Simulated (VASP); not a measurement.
Crystal: Ti2W.

```
Ti W
1.0
     2.80127    0.00000    0.00000
    -1.40063    2.42597    0.00000
     0.00000    0.00000   13.49637
Ti W
4 2
Direct
  0.33333 0.66667 0.50000
  0.66667 0.33333 0.00000
  0.66667 0.33333 0.33333
  0.66667 0.33333 0.66667
  0.33333 0.66667 0.83333
  0.33333 0.66667 0.16667
```

```yaml
Program: VASP 6.6.1
Task: relaxation of cell and atoms
Functional: PBE
Potentials_or_basis: VASP PAW PBE potentials, release 64 (Ti_sv, W_sv)
Cutoff: 600 eV
k_mesh: 6 × 6 × 2
Occupations: gaussian, width 0.1 eV
Spin: no spin polarisation
```

At the start: pressure 18.3 GPa; volume 15.29 Å³/atom.

Question: How do energy, volume and symmetry change on relaxing?

Answer: Over 10 steps the energy falls by 88.5 meV/atom and the volume is 16.81 Å³/atom (+10.0 %); space group P-6m2 (No. 187, to 0.05 Å).

Step by step:
```tsv
step	energy change (eV)	largest force (eV/Å)	pressure (GPa)	volume (Å³)
1	0.0000	0.2781	18.33	91.72
2	0.5200	0.3379	-18.22	116.92
3	-0.5016	0.0629	-0.87	101.29
4	-0.5023	0.0542	-0.39	100.98
5	-0.5022	0.0487	-0.09	100.79
6	-0.5286	0.0578	0.04	100.72
7	-0.5310	0.0607	0.11	100.70
8	-0.5310	0.0602	0.12	100.69
9	-0.5310	0.0603	0.13	100.69
10	-0.5313	0.0396	-0.12	100.88
```

Final structure:
```xyz
6
Lattice="2.8541 0.0000 0.0000 -1.4270 2.4717 0.0000 0.0000 0.0000 14.3001" Properties=species:S:1:pos:R:3 pbc="T T T"
Ti    0.0000    1.6478    7.1500
Ti    1.4270    0.8239    0.0000
Ti    1.4270    0.8239    4.7671
Ti    1.4270    0.8239    9.5330
W     0.0000    1.6478   11.9188
W     0.0000    1.6478    2.3813
```

Caveat: the k points lie up to 0.42 Å⁻¹ apart in the final cell.
